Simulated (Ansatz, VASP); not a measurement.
ZrO5: VASP beside Ansatz

```
Zr O
1.0
     2.87895    0.00000    0.00000
     0.00000    2.87895    0.00000
     0.00000    0.00000   10.66141
Zr O
1 5
Direct
  0.50000 0.50000 0.00000
  0.50000 0.50000 0.44104
  0.50000 0.50000 0.55896
  0.00000 0.00000 0.10423
  0.00000 0.00000 0.89577
  0.00000 0.00000 0.50000
```

Change from the starting cell: species swapped into the Hf5Pb type (P4/mmm, No. 123).

Alike in both runs: task relaxation of cell and atoms; functional PBE; k mesh 14 × 14 × 4; occupations gaussian, width 0.1 eV; no spin polarisation.

|  | VASP | Ansatz |
| --- | --- | --- |
| version | VASP 6.6.1 | Ansatz 0.2.0 |
| potentials or method | VASP PAW PBE potentials, release 64 (Zr_sv, O), cutoff 600 eV | scalar-relativistic, plane waves, PAW |
| valence electrons in the cell | 42 | 42 |

Ansatz gave:

```
gap on the k mesh at the Fermi level, each at its own relaxed structure (eV) : none
relaxed volume (Å³/atom)                                                     : 14.73
relaxed length of the cell vector where the two differ most in proportion (Å)              : 10.661
```

**Question.** Estimate VASP's values.

**Answer.** gap on the k mesh at the Fermi level, each at its own relaxed structure (eV): none; relaxed volume (Å³/atom): 13.59; relaxed length of the cell vector where the two differ most in proportion (Å): 9.896.

A gap of «none» marks a metal or a gap that the smearing closes. One of these differences is far larger than is usual between the two programs; its cause wasn't traced.

Noted on VASP's run: the standard files for N, O and F lose accuracy on very short bonds.
